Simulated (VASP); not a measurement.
The system is Sc2InSb3.

```
CELL_PARAMETERS angstrom
3.31451 -5.72214 0.00000
3.31451 5.72214 0.00000
-0.02341 0.00000 3.83160
ATOMIC_POSITIONS crystal
Sc 0.66400 0.33600 0.00000
Sc 0.33600 0.66400 0.00000
In 0.00000 0.00000 0.00000
Sb 0.50000 0.50000 0.50000
Sb 0.00000 0.50000 0.50000
Sb 0.50000 0.00000 0.50000
```

The cell was generated, and may not be a known phase.

```yaml
Program: VASP 6.6.1
Task: relaxation of cell and atoms
Functional: PBE
Potentials_or_basis: VASP PAW PBE potentials, release 64 (Sc_sv, In_d, Sb)
Cutoff: 600 eV
k_mesh: 3 × 3 × 4
Occupations: gaussian, width 0.2 eV
Spin: no spin polarisation
```

At the start: pressure 14.0 GPa; volume 24.22 Å³/atom.

Task: Where does the relaxation end?

Result: Over 6 steps the energy falls by 229.7 meV/atom and the volume is 28.41 Å³/atom (+17.3 %); space group P6/mmm (No. 191, to 0.1 Å) before and after.

Step by step:
| step | energy change (eV) | largest force (eV/Å) | pressure (GPa) | volume (Å³) |
| --- | --- | --- | --- | --- |
| 1 | 0.0000 | 0.3738 | 14.05 | 145.34 |
| 2 | -0.9866 | 0.0236 | -4.77 | 194.23 |
| 3 | -1.3352 | 0.0906 | -0.36 | 174.76 |
| 4 | -1.3348 | 0.0876 | -0.55 | 175.38 |
| 5 | -1.3554 | 0.0507 | -0.48 | 173.95 |
| 6 | -1.3785 | 0.0326 | -0.25 | 170.43 |

Final structure:
```
Sc In Sb
1.0
     3.34568   -5.86001    0.01322
     3.34568    5.86001    0.01322
    -0.00823    0.00000    4.34643
Sc In Sb
2 1 3
Direct
  0.66625 0.33375 0.00000
  0.33375 0.66625 0.00000
  0.00000 0.00000 0.00000
  0.50000 0.50000 0.50000
  0.00000 0.50000 0.50000
  0.50000 0.00000 0.50000
```

Caveat: the k points lie up to 0.36 Å⁻¹ apart in the final cell, too coarse for converged energies and pressures of a metal; the volume moved by over 15 % at a fixed basis, so the end points are rough; the relaxation stopped at a loose force limit of 0.08 eV/Å, so its end isn't a converged minimum.
